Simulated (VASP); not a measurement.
Runs of VASP 6.6.1 on Rh. The structure is that of space group Fm-3m (No. 225), or close to it. The cells are those of the table. 

| cell | further INCAR settings | gap on the mesh (eV) | pressure (GPa) |
| --- | --- | --- | --- |
| a = 2.555 Å, angles 60.0°, 1 atom | ALGO = Fast; EDIFF = 1e-06; NBANDS = 14 | none | 56.4 |
| a = 2.589, b = 2.589, c = 2.555 Å, angles 60.4, 60.4, 59.1°, 1 atom | ALGO = Fast; EDIFF = 1e-07; NBANDS = 14 | none | 42.9 |
| a = 2.757, b = 2.757, c = 2.689 Å, angles 60.8, 60.8, 58.4°, 1 atom | ALGO = Fast; EDIFF = 1e-07; NBANDS = 14 | none | (a) |
| a = 2.723, b = 2.723, c = 2.689 Å, angles 60.4, 60.4, 59.2°, 1 atom | ALGO = Fast; EDIFF = 1e-06; NBANDS = 14 | none | -11.3 |
| a = 2.790, b = 2.790, c = 2.756 Å, angles 60.4, 60.4, 59.2°, 1 atom | ALGO = Fast; EDIFF = 1e-06; NBANDS = 14 | none | (b) |

Alike in all rows: task single point; level PBEsol; potentials or basis VASP PAW PBE potentials, release 64 (Rh_pv); no spin polarisation; k mesh 22 × 22 × 22; cutoff (eV) 520; smearing gaussian 0.15 eV.

Problem. Estimate the missing entries.

Solution. (a) -16.3; (b) -25.4.

Caveats: the PAW data sets were made with another functional, which shifts forces and pressure a little.

A k mesh can miss the band edges, and the runs leave out spin-orbit coupling on Rh.

A gap of «none» marks levels without a gap at the run's occupations.
